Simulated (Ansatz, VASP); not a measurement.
**MoSe in VASP and in Ansatz**

```
CELL_PARAMETERS angstrom
0.00000 2.83929 2.83929
2.83929 0.00000 2.83929
2.83929 2.83929 0.00000
ATOMIC_POSITIONS crystal
Mo 0.00000 0.00000 0.00000
Se 0.25000 0.25000 0.25000
```

Alike in both runs: task single point; functional PBE; k mesh 12 × 12 × 12; occupations gaussian, width 0.1 eV; collinear spin.

|  | VASP | Ansatz |
| --- | --- | --- |
| version | VASP 6.6.1 | Ansatz 0.2.0 |
| potentials or method | VASP PAW PBE potentials, release 64 (Mo_sv, Se), cutoff 520 eV | scalar-relativistic, plane waves, PAW |
| valence electrons in the cell | 20 | 30 |

|  | VASP | Ansatz | Ansatz less VASP |
| --- | --- | --- | --- |
| gap on the k mesh at the Fermi level (eV) | none | none | - |
| pressure (GPa) | 0.2 | 0.0 | -0.17 |
| net moment per atom (μB) | 0.58 | 0.58 | +0.001 |
| size of the moment on the site where the two differ most (μB) | 1.03 | 0.82 | -0.211 |

Site moments also hang on the region over which each program counts them. A gap of «none» marks a metal or a gap that the smearing closes. VASP's potentials hold 20 valence electrons a cell and Ansatz's 30, so a difference there can come from the potentials and not from the codes.
